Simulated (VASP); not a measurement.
# Al2Cu (Pm) in VASP: notebook, part 2 of 2

VASP 6.6.1.

### Step 3. Single point, PBE (atoms displaced along several vibrational modes)

File INCAR:

```
SYSTEM = Al2Cu
PREC = Accurate
ENCUT = 520
EDIFF = 1E-6
ISMEAR = 0
SIGMA = 0.15
LREAL = .FALSE.
LASPH = .TRUE.
NELM = 80
ALGO = Fast
ISIF = 2
LWAVE = .FALSE.
LCHARG = .FALSE.
GGA = PE
NBANDS = 16
```

File KPOINTS:

```
regular mesh
0
G
  10 10 14
  0 0 0
```

File POSCAR:

```
Al2Cu
1.0
    4.1211626268      0.0000000000      0.0000000000
    0.0000000000      4.1211626268      0.0000000000
    0.0000000000      0.0000000000      2.8847334069
Al Cu
2 1
Direct
    0.5090462006      0.0058614588      0.5000000000
   -0.1184131868      0.4741577779      0.5000000000
    0.0464370620      0.0084838028      0.0000000000
```

Potentials or basis: VASP PAW PBE potentials, release 64 (Al, Cu).

On the command line:

```
cat potpaw_PBE.64/Al/POTCAR potpaw_PBE.64/Cu/POTCAR > POTCAR
mpirun -np 1 vasp_std > vasp.out
```

OUTCAR:

```text
SYSTEM = Al2Cu
   PREC = Accurate
   ENCUT = 520
   EDIFF = 1E-6
   ISMEAR = 0
   LREAL = .FALSE.
   LASPH = .TRUE.
   NELM = 80
   ISIF = 2
   GGA = PE

 ion  position               nearest neighbor table
   1  0.509  0.006  0.500-   3 2.39   3 2.39   2 2.47   3 2.64   3 2.64   2 2.68   2 3.23
   2  0.882  0.474  0.500-   1 2.47   3 2.49   3 2.49   1 2.68   3 2.72   3 2.72   1 3.23
   3  0.046  0.008  0.000-   1 2.39   1 2.39   2 2.49   2 2.49   1 2.64   1 2.64   2 2.72   2 2.72

  LATTYP: Found a simple tetragonal cell.
 ALAT       =     4.1211626268
 C/A-ratio  =     0.6999804832

  Lattice vectors:

 A1 = (   4.1211626268,   0.0000000000,   0.0000000000)
 A2 = (   0.0000000000,   4.1211626268,   0.0000000000)
 A3 = (   0.0000000000,   0.0000000000,   2.8847334069)

Analysis of symmetry for initial positions (statically):
=====================================================================
 Subroutine PRICEL returns:
 Original cell was already a primitive cell.

 Routine SETGRP: Setting up the symmetry group for a
 simple tetragonal supercell.

 Subroutine GETGRP returns: Found  2 space group operations
 (whereof  2 operations were pure point group operations)
 out of a pool of 16 trial point group operations.

The static configuration has the point symmetry C_1h.

Analysis of symmetry for dynamics (positions and initial velocities):
=====================================================================
 Subroutine PRICEL returns:
 Original cell was already a primitive cell.

 Routine SETGRP: Setting up the symmetry group for a
 simple tetragonal supercell.

 Subroutine GETGRP returns: Found  2 space group operations
 (whereof  2 operations were pure point group operations)
 out of a pool of 16 trial point group operations.

The dynamic configuration has the point symmetry C_1h.

 Subroutine INISYM returns: Found  2 space group operations
 (whereof  2 operations are pure point group operations),
 and found     1 'primitive' translations

----------------------------------------------------------------------------------------

                                     Primitive cell

  volume of cell :      48.9943

  direct lattice vectors                    reciprocal lattice vectors
     4.121162627  0.000000000  0.000000000     0.242649973  0.000000000  0.000000000
     0.000000000  4.121162627  0.000000000     0.000000000  0.242649973  0.000000000
     0.000000000  0.000000000  2.884733407     0.000000000  0.000000000  0.346652484

  length of vectors
     4.121162627  4.121162627  2.884733407     0.242649973  0.242649973  0.346652484

  position of ions in fractional coordinates (direct lattice)
     0.509046201  0.005861459  0.500000000
     0.881586813  0.474157778  0.500000000
     0.046437062  0.008483803  0.000000000

  ion indices of the primitive-cell ions
   primitive index   ion index
                 1           1
                 2           2
                 3           3

----------------------------------------------------------------------------------------

 KPOINTS: regular mesh

Automatic generation of k-mesh.
 Grid dimensions read from file:
 generate k-points for:   10   10   14

 Generating k-lattice:

  Cartesian coordinates                     Fractional coordinates (reciprocal lattice)
     0.024264997  0.000000000  0.000000000     0.100000000  0.000000000  0.000000000
     0.000000000  0.024264997  0.000000000     0.000000000  0.100000000  0.000000000
     0.000000000  0.000000000  0.024760892     0.000000000  0.000000000  0.071428571

  Length of vectors
     0.024264997  0.024264997  0.024760892

  Shift w.r.t. Gamma in fractional coordinates (k-lattice)
     0.000000000  0.000000000  0.000000000

 Subroutine IBZKPT returns following result:
 ===========================================

 Found    416 irreducible k-points:

 Following reciprocal coordinates:
            Coordinates               Weight
  0.000000  0.000000  0.000000      1.000000
  0.100000  0.000000  0.000000      2.000000
  0.000000  0.100000  0.000000      2.000000
  0.200000  0.000000  0.000000      2.000000
  0.000000  0.200000  0.000000      2.000000
  0.300000  0.000000  0.000000      2.000000
[... 16 lines left out ...]
 -0.100000  0.400000  0.000000      2.000000
 -0.400000  0.100000  0.000000      2.000000
 [... further k-points ...]
   k-points           NKPTS =    416   k-points in BZ     NKDIM =    416   number of bands    NBANDS=     16
   number of dos      NEDOS =    301   number of ions     NIONS =      3
   total plane-waves  NPLWV =  24576
   dimension x,y,z NGX =    32 NGY =   32 NGZ =   24
   dimension x,y,z NGXF=    64 NGYF=   64 NGZF=   48
   ions per type =               2   1
   NGX,Y,Z   is equivalent  to a cutoff of  12.91, 12.91, 13.83 a.u.
   NGXF,Y,Z  is equivalent  to a cutoff of  25.82, 25.82, 27.66 a.u.
 SYSTEM =  Al2Cu
   PREC   = accura    normal or accurate (medium, high low for compatibility)
   ISTART =      0    job   : 0-new  1-cont  2-samecut
   ICHARG =      2    charge: 1-file 2-atom 10-const
   ISPIN  =      1    spin polarized calculation?
   LNONCOLLINEAR =      F non collinear calculations
   LSORBIT =      F    spin-orbit coupling
   LASPH  =      T    aspherical Exc in radial PAW
   ENCUT  =  520.0 eV  38.22 Ry    6.18 a.u.   7.66  7.66  5.36*2*pi/ulx,y,z
   NELM   =     80;   NELMIN=  2; NELMDL= -5     # of ELM steps
   EDIFF  = 0.1E-05   stopping-criterion for ELM
   LREAL  =      F    real-space projection
   EDIFFG = 0.1E-04   stopping-criterion for IOM
   NSW    =      0    number of steps for IOM
   IBRION =     -1    ionic relax: 0-MD 1-quasi-New 2-CG
   NFREE  =      0    steps in history (QN), initial steepest desc. (CG)
   ISIF   =      2    stress and relaxation
   ISYM   =      2    0-nonsym 1-usesym 2-fastsym
   POTIM  = 0.5000    time-step for ionic-motion
   TEBEG  =    0.0;   TEEND  =   0.0 temperature during run
   PSTRESS=    0.0 pullay stress
   NELECT =      17.0000    total number of electrons
   NUPDOWN=      -1.0000    fix difference up-down
   EMIN   =  10.00;   EMAX   =-10.00  energy-range for DOS
   EFERMI =   0.00;   METHOD = LEGACY
   ISMEAR =     0;   SIGMA  =   0.15  broadening in eV -4-tet -1-fermi 0-gaus
   EFERMI_NEDOS =   21; number of points for ismear=-14 and -15
   IALGO  =     68    algorithm
   IMIX   =      4    mixing-type and parameters
     AMIX     =   0.40;   BMIX     =  1.00
     AMIX_MAG =   1.60;   BMIX_MAG =  1.00
  volume/ion in A,a.u.               =      16.33       110.21
  Fermi-wavevector in a.u.,A,eV,Ry     =   1.150384  2.173910 18.005716  1.323383
  Thomas-Fermi vector in A             =   2.287048
   LORBIT       =      0    0 simple, 1 ext, 2 COOP (PROOUT), +10 PAW based schemes
   GGA     = PE    functional components
   LHFCALC =     F    Hartree Fock is set to
   AEXX    =    0.0000 exact exchange contribution
   IVDW    =     0    specifies the selected vdW correction
   LEPSILON=     F    determine dielectric tensor
   LRPA    =     F    only Hartree local field effects (RPA)
 non-spin polarized calculation
 RMM-DIIS sequential band-by-band and
 Gauss-broadening in eV      SIGMA  =   0.15
  energy-cutoff  :      520.00
  volume of cell :       48.99
 maximum number of plane-waves:      1339
   NGX = 15   NGY = 15   NGZ = 11

 number of electron      16.9999999 magnetization

 Free energy of the ion-electron system (eV)
  ---------------------------------------------------
  ext. energy  EPLUGINS =         0.00000000
  ---------------------------------------------------
  free energy    TOTEN  =       -10.84917765 eV

  energy without entropy =      -10.83618319  energy(sigma->0) =      -10.84268042

 E-fermi :   6.9562     XC(G=0): -10.3523

 val. band max:        6.9537917349   @ k =   0.1000   0.2000   0.5000
 cond. band min:       6.9620829178   @ k =  -0.3000   0.2000  -0.2857
 fundamental gap:      0.0082911830
 Fermi energy:         6.9562481334

 k-point     1 :       0.0000    0.0000    0.0000
  band No.  band energies     occupation
      1      -3.4390      2.00000
      2       1.9118      2.00000
      3       2.2897      2.00000
      4       2.8920      2.00000
      5       3.1079      2.00000
      6       3.2776      2.00000
[... 8 lines left out ...]
     15      14.4098      0.00000
     16      18.6056      0.00000
[... 419 lines left out ...]
 k-point    24 :      -0.4000    0.1000    0.0000
  band No.  band energies     occupation
      1      -2.1424      2.00000
      2      -0.0003      2.00000
      3       2.3108      2.00000
      4       2.6205      2.00000
      5       2.8867      2.00000
      6       3.0788      2.00000
[... 8 lines left out ...]
     15      16.6923      0.00000
     16      18.6680      0.00000

 [... further k-points ...]
[... 5 lines left out ...]
  --------------------------------------------------------------------------------------
  -------------------------------------------------------------------------------------
  Total        2.3468616      1.6185412      0.1438381      0.8039713      0.0000000      0.0000000
  in kB       76.7454918     52.9284458      4.7036962     26.2909291      0.0000000      0.0000000
  external PRESSURE =      44.7925446 kB  Pullay stress =       0.0000000 kB

 VOLUME and BASIS-vectors are now :
 -----------------------------------------------------------------------------
  energy-cutoff  :      520.00
  volume of cell :       48.99
      direct lattice vectors                 reciprocal lattice vectors
     4.121162627  0.000000000  0.000000000     0.242649973  0.000000000  0.000000000
     0.000000000  4.121162627  0.000000000     0.000000000  0.242649973  0.000000000
     0.000000000  0.000000000  2.884733407     0.000000000  0.000000000  0.346652484

 POSITION                                       TOTAL-FORCE (eV/Angst)
 -----------------------------------------------------------------------------------
      2.09786      0.02416      1.44237        -0.319455     -0.726686      0.000000
      3.63316      1.95408      1.44237         1.305453      1.354323      0.000000
      0.19137      0.03496      0.00000        -0.985998     -0.627637      0.000000
 -----------------------------------------------------------------------------------
    total drift:                                0.000568      0.000520     -0.000005

  FREE ENERGIE OF THE ION-ELECTRON SYSTEM (eV)
  ---------------------------------------------------
  free  energy   TOTEN  =       -10.8491776536 eV

  energy  without entropy=      -10.8361831920  energy(sigma->0) =      -10.84268042
```

OSZICAR:

```text
N       E                     dE             d eps       ncg     rms          rms(c)
DAV:   1     0.594138618632E+02    0.59414E+02   -0.64695E+03 13328   0.115E+03
DAV:   2    -0.103612782959E+02   -0.69775E+02   -0.62006E+02 14056   0.198E+02
DAV:   3    -0.129245904858E+02   -0.25633E+01   -0.25013E+01 18320   0.423E+01
DAV:   4    -0.129822791693E+02   -0.57689E-01   -0.57667E-01 15712   0.543E+00
DAV:   5    -0.129852720537E+02   -0.29929E-02   -0.29928E-02 21360   0.139E+00    0.139E+01
RMM:   6    -0.150435044097E+02   -0.20582E+01   -0.34507E+01 16667   0.898E+01    0.123E+01
RMM:   7    -0.109543961725E+02    0.40891E+01   -0.97249E+00 15057   0.512E+01    0.174E+00
RMM:   8    -0.108506578918E+02    0.10374E+00   -0.81167E-01 14633   0.143E+01    0.102E+00
RMM:   9    -0.108481273136E+02    0.25306E-02   -0.78251E-02 17046   0.292E+00    0.360E-01
RMM:  10    -0.108501236188E+02   -0.19963E-02   -0.36880E-02 17326   0.247E+00    0.356E-01
RMM:  11    -0.108491199323E+02    0.10037E-02   -0.12778E-02 17307   0.167E+00    0.179E-01
RMM:  12    -0.108490476842E+02    0.72248E-04   -0.38483E-03 17728   0.739E-01    0.644E-02
RMM:  13    -0.108491612899E+02   -0.11361E-03   -0.15981E-03 20441   0.308E-01    0.102E-02
RMM:  14    -0.108491818679E+02   -0.20578E-04   -0.17651E-04 20081   0.959E-02    0.237E-02
RMM:  15    -0.108491779581E+02    0.39098E-05   -0.19560E-05 18768   0.352E-02    0.109E-02
RMM:  16    -0.108491776284E+02    0.32975E-06   -0.10436E-05 17303   0.458E-02    0.150E-02
RMM:  17    -0.108491776536E+02   -0.25244E-07   -0.28798E-06 12831   0.128E-02
   1 F= -.10849178E+02 E0= -.10842680E+02  d E =-.129945E-01
```

stdout:

```text
POSCAR found type information on POSCAR AlCu
 POSCAR found :  2 types and       3 ions
 scaLAPACK will be used
 LDA part: xc-table for (Slater+PW92), standard interpolation
 POSCAR, INCAR and KPOINTS ok, starting setup
 FFT: planning ... GRIDC
 FFT: planning ... GRID_SOFT
 FFT: planning ... GRID
 WAVECAR not read
 entering main loop
```

It took 6 min on 1 thread of Intel Xeon 8259CL, shared host; peak memory 0.42 GiB.

Results:

```
Free energy            : -10.8492 eV
Pressure               : 4.5 GPa
Largest force          : 1.881 eV/Å
Band gap on the k mesh : zero (an odd number of electrons rules out a gap without spin polarisation)
```

Forces on the atoms (eV/Å):
```
Al  -0.319 -0.727  0.000
Al   1.305  1.354  0.000
Cu  -0.986 -0.628  0.000
```

Caveat: the cell differs from its parent crystal (atoms displaced along several vibrational modes); the stress differs along the axes, from 0 to 8 GPa; forces of over 1 eV/Å act on the atoms, so gaps and moduli don't describe the material at rest.

### Step 4. Single point, PBE (atoms displaced along several vibrational modes)

File INCAR:

```
SYSTEM = Al2Cu
PREC = Accurate
ENCUT = 520
EDIFF = 1E-6
ISMEAR = 0
SIGMA = 0.15
LREAL = .FALSE.
LASPH = .TRUE.
NELM = 100
ALGO = Fast
ISIF = 2
LWAVE = .FALSE.
LCHARG = .TRUE.
GGA = PE
LELF = .TRUE.
LVHAR = .TRUE.
NBANDS = 16
```

File KPOINTS:

```
Automatic mesh
0
G
  10 10 14
  0 0 0
```

File POSCAR:

```
Al2Cu
1.0
    4.1211626268      0.0000000000      0.0000000000
    0.0000000000      4.1211626268      0.0000000000
    0.0000000000      0.0000000000      2.8847334069
Al Cu
2 1
Direct
    0.5067846504      0.0078152784      0.5000000000
   -0.0888098901      0.4655437038      0.5000000000
    0.0348277965      0.0113117371      0.0000000000
```

On the command line:

```
cat potpaw_PBE.64/Al/POTCAR potpaw_PBE.64/Cu/POTCAR > POTCAR
mpirun -np 1 vasp_std > vasp.out
```

It took 4.9 min on 1 thread of Intel Xeon 8259CL, shared host; peak memory 0.42 GiB.

Results (log left out):

```yaml
Free_energy: -10.9553 eV
Pressure: 3.9 GPa
Largest_force: 1.951 eV/Å
Band_gap_on_the_k_mesh: zero (an odd number of electrons rules out a gap without spin polarisation)
```

Forces on the atoms (eV/Å):
```
Al  -0.264 -0.700  0.000
Al   0.904  1.729  0.000
Cu  -0.639 -1.029  0.000
```

Stress tensor (GPa, compression positive):
```
5.62 2.23 0.00
2.23 4.45 0.00
0.00 0.00 1.64
```

Levels at points of the mesh, in eV from the Fermi level:
| k point | band 7 | band 8 | band 9 | band 10 | band 11 | band 12 |
| --- | --- | --- | --- | --- | --- | --- |
| (0.00, 0.00, 0.00) | -2.33 | -2.13 | -0.12 | 0.59 | 5.93 | 6.10 |
| (0.50, 0.00, 0.00) | -3.84 | -0.74 | 1.25 | 1.43 | 2.34 | 7.54 |
| (0.00, 0.50, 0.00) | -3.87 | -1.11 | 0.72 | 1.97 | 2.76 | 7.39 |
| (0.50, 0.50, 0.00) | -3.98 | -3.87 | -2.51 | 8.31 | 8.72 | 9.18 |
| (0.00, 0.00, 0.50) | -2.90 | 1.95 | 2.02 | 2.24 | 3.00 | 3.44 |
| (0.50, 0.00, 0.50) | -3.18 | -2.19 | -1.81 | 2.77 | 4.35 | 4.73 |
| (0.00, 0.50, 0.50) | -2.81 | -2.23 | -1.79 | 3.56 | 3.82 | 4.46 |
| (0.50, 0.50, 0.50) | -2.35 | -1.90 | -1.42 | -0.53 | -0.20 | 0.57 |

Caveat: the cell differs from its parent crystal (atoms displaced along several vibrational modes); the cell stands under pressure; forces of over 1 eV/Å act on the atoms, so gaps and moduli don't describe the material at rest.

### Step 5. Overview

| cell | further INCAR settings | gap on the mesh (eV) | pressure (GPa) | largest force (eV/Å) |
| --- | --- | --- | --- | --- |
| as given, atomic positions A | ALGO = Fast; EDIFF = 1e-07; NBANDS = 16 | none | 2.8 | 1.55 |
| as given, atomic positions B | ALGO = Fast; EDIFF = 1e-06; NBANDS = 16 | none | 4.5 | 1.88 |
| as given, atomic positions C | ALGO = Fast; EDIFF = 1e-06; NBANDS = 16 | none | 3.9 | 1.95 |

Alike in all rows: task single point; level PBE; potentials or basis VASP PAW PBE potentials, release 64 (Al, Cu); no spin polarisation; k mesh 10 × 10 × 14; cutoff (eV) 520; smearing gaussian 0.15 eV.

Caveats: forces of over 1 eV/Å act on the atoms, so gaps and moduli don't describe the material at rest; the stress differs along the axes, from 0 to 8 GPa (at least some runs); the cell stands under pressure (at least some runs).

Absolute energies hang on the potentials; compare differences alone.
